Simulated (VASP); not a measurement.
A run of VASP 6.6.1:

Contents of INCAR:

```
  PREC = Accurate
  ENCUT = 520
  EDIFF = 1E-6
  ISMEAR = 0
  SIGMA = 0.15
  LREAL = F
  LASPH = T
  NELM = 100
  ALGO = Fast
  ISIF = 2
  LWAVE = F
  LCHARG = F
  GGA = PS
  IVDW = 12
  NBANDS = 14
```

KPOINTS

```
Automatic mesh
0
Gamma
  16 16 16
```

File POSCAR:

```
Bi
1.0
   -1.7827527096      1.9751395557      2.0137131183
    1.7827527096     -1.9751395557      2.0137131183
    1.7827527096      1.9751395557     -2.0137131183
Bi
1
Direct
    0.0000000000      0.0000000000      0.0000000000
```

Potentials or basis: VASP PAW PBE potentials, release 64 (Bi_d).

Command:

```sh
$ cat potpaw_PBE.64/Bi_d/POTCAR > POTCAR
$ mpirun -np 1 vasp_std > vasp.out
```

Hardware: 1 thread of AMD EPYC 7R43 64-Core Processor (Zen 3), on a shared host.

Estimate the wall time of this run.

Wall time 5 min on 1 thread of AMD EPYC 7R43 64-Core Processor (Zen 3), on a shared host, peak memory 0.3 GiB. Counts: scf iterations 12, k points 621.
